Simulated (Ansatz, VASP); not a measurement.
## Two plane-wave programs on Hf2TaN2

```
Hf Ta N
1.0
     3.51221    0.00000    0.00000
    -1.75610    3.04166    0.00000
     0.00000    0.00000    6.25370
Hf Ta N
2 1 2
Direct
  0.66667 0.33333 0.70811
  0.33333 0.66667 0.29189
  0.00000 0.00000 0.00000
  0.66667 0.33333 0.37472
  0.33333 0.66667 0.62528
```

Change from the starting cell: species swapped into the Er2SeO2 type (P-3m1, No. 164).

Alike in both runs: task relaxation of cell and atoms; functional PBE; k mesh 6 × 6 × 4; occupations gaussian, width 0.1 eV; no spin polarisation.

```csv
,VASP,Ansatz
version,VASP 6.6.1,Ansatz 0.2.0
potentials or method,"VASP PAW PBE potentials, release 64 (Hf_pv, Ta_pv, N), cutoff 600 eV","scalar-relativistic, plane waves, PAW"
valence electrons in the cell,41,75
```

|  | VASP | Ansatz | Ansatz less VASP |
| --- | --- | --- | --- |
| gap on the k mesh at the Fermi level, each at its own relaxed structure (eV) | none | none | - |
| relaxed volume (Å³/atom) | 16.57 | 16.77 | +0.206 |
| relaxed cell length with the largest relative difference (Å) | 8.250 | 8.380 | +0.1292 |

A gap of «none» marks a metal or a gap that the smearing closes. VASP's potentials hold 41 valence electrons a cell and Ansatz's 75, so a difference there can come from the potentials and not from the codes.

Spin-orbit coupling is off throughout. Noted on VASP's run: the volume moved by over 15 % at a fixed basis, so the end points are rough.
